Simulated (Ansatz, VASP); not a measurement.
# Two plane-wave programs on WS2

```
CELL_PARAMETERS angstrom
3.11803 0.00000 0.00000
-1.55901 2.70029 0.00000
0.00000 0.00000 12.58280
ATOMIC_POSITIONS crystal
W 0.33333 0.66667 0.25000
W 0.66667 0.33333 0.75000
S 0.33333 0.66667 0.63311
S 0.66667 0.33333 0.13311
S 0.33333 0.66667 0.86689
S 0.66667 0.33333 0.36689
```

Alike in both runs: task single point; functional PBEsol; k mesh 12 × 12 × 2; occupations gaussian, width 0.05 eV; no spin polarisation.

```csv
,VASP,Ansatz
version,VASP 6.6.1,Ansatz 0.2.0
potentials or method,"VASP PAW PBE potentials, release 64 (W_sv, S), cutoff 520 eV","scalar-relativistic, plane waves, PAW"
valence electrons in the cell,52,52
```

VASP gave:

| Quantity | Value |
| --- | --- |
| gap on the k mesh at the Fermi level (eV) | 0.80 |
| least direct gap on the mesh (eV) | 1.70 |
| pressure (GPa) | 15.5 |
| traceless stress, the component that is largest in VASP (GPa) | 6.93 |
| rms of the force components (eV/Å) | 1.201 |

Question: Which values does Ansatz return?

Answer: gap on the k mesh at the Fermi level (eV): 0.78; least direct gap on the mesh (eV): 1.70; pressure (GPa): 15.4; traceless stress, the component that is largest in VASP (GPa): 6.92; rms of the force components (eV/Å): 1.191.

VASP's potentials were made for PBE, not for PBEsol, and Ansatz warns of the same on its side. Atom by atom the forces differ by 0.010 eV/Å (rms over components).

Spin-orbit coupling is off throughout.
